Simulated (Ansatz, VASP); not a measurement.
# Two plane-wave programs on MgO

INCAR

```
PREC = Accurate
ENCUT = 520
EDIFF = 1E-6
ISMEAR = 0
SIGMA = 0.05
LREAL = False
LASPH = True
NELM = 100
ALGO = Normal
ISIF = 2
LWAVE = False
LCHARG = True
GGA = PE
LELF = True
LVHAR = True
NBANDS = 11
```

File KPOINTS:

```
regular mesh
0
Gamma
  10 10 10
```

POSCAR

```
MgO
1.0
    0.0000000000      2.1269229054      2.1269229054
    2.1269229054      0.0000000000      2.1269229054
    2.1269229054      2.1269229054      0.0000000000
Mg O
1 1
Direct
    0.0058770348     -0.0058770348      0.0058770348
    0.5000000000      0.5000000000      0.5000000000
```

Input for Ansatz:

```yaml
crystal:
  lattice:
    - [0.0, 2.1269229054, 2.1269229054]
    - [2.1269229054, 0.0, 2.1269229054]
    - [2.1269229054, 2.1269229054, 0.0]
  atoms:
    - { symbol: Mg, position: [0.0058770348, -0.0058770348, 0.0058770348] }
    - { symbol: O, position: [0.5, 0.5, 0.5] }
basis:
  ecutwfc: 420
kpoints:
  mp_grid: { grid: [10, 10, 10] }
hamiltonian:
  xc: pbe
scf:
  occupations: { method: gaussian, width: 0.05 }
output:
  forces: true
  stress: true
  eigenvalues: true
```

Change from the starting cell: all Mg atoms moved +0.025 Å, as atom 1 along Cartesian [0 1 0].

Alike in both runs: task single point; functional PBE; k mesh 10 × 10 × 10; occupations gaussian, width 0.05 eV; no spin polarisation.

|  | VASP | Ansatz |
| --- | --- | --- |
| version | VASP 6.6.1 | Ansatz 0.2.0 |
| potentials or method | VASP PAW PBE potentials, release 64 (Mg, O), cutoff 520 eV | scalar-relativistic, plane waves, PAW |
| valence electrons in the cell | 8 | 16 |

|  | VASP | Ansatz | Ansatz less VASP |
| --- | --- | --- | --- |
| gap on the k mesh at the Fermi level (eV) | 4.44 | 4.46 | +0.017 |
| least direct gap on the mesh (eV) | 4.44 | 4.46 | +0.017 |
| pressure (GPa) | -0.7 | 0.1 | +0.76 |
| traceless stress, the component that is largest in VASP (GPa) | 0.13 | 0.13 | -0.001 |
| rms of the force components (eV/Å) | 0.070 | 0.068 | -0.0011 |

Atom by atom the forces differ by 0.001 eV/Å (rms over components). VASP's potentials hold 8 valence electrons a cell and Ansatz's 16, so a difference there can come from the potentials and not from the codes.
